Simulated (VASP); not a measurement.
The system is CsCl.

```
Cs Cl
1.0
     4.20293    0.00000    0.00000
     0.00000    4.20293    0.00000
     0.00000    0.00000    4.20293
Cs Cl
1 1
Cartesian
  0.0000 0.0000 0.0000
  2.1015 2.1015 2.1015
```

| Quantity | Value |
| --- | --- |
| Program | VASP 6.6.1 |
| Task | relaxation of cell and atoms |
| Functional | r2SCAN |
| Potentials or basis | VASP PAW PBE potentials, release 64 (Cs_sv, Cl) |
| Cutoff | 550 eV |
| k mesh | 6 × 6 × 6 |
| Occupations | fermi-dirac, width 0.02 eV |
| Spin | no spin polarisation |

At the start: pressure -0.7 GPa; volume 37.12 Å³/atom.

Where does the relaxation end?

Over 3 steps the energy falls by 3.5 meV/atom and the volume is 35.62 Å³/atom (-4.1 %); space group Pm-3m (No. 221, to 0.1 Å) before and after.

Step by step:
| step | energy change (eV) | largest force (eV/Å) | pressure (GPa) | volume (Å³) |
| --- | --- | --- | --- | --- |
| 1 | 0.0000 | 0.0000 | -0.70 | 74.24 |
| 2 | -0.0057 | 0.0000 | -0.33 | 72.51 |
| 3 | -0.0071 | 0.0000 | -0.02 | 71.23 |

Final structure:
```yaml
crystal:
  lattice:
    - [4.14529, 0.00000, 0.00000]
    - [0.00000, 4.14529, 0.00000]
    - [0.00000, 0.00000, 4.14529]
  atoms:
    - { symbol: Cs, position: [0.00000, 0.00000, 0.00000] }
    - { symbol: Cl, position: [0.50000, 0.50000, 0.50000] }
```

Caveat: the PAW data sets were made with another functional, which shifts forces and pressure a little.
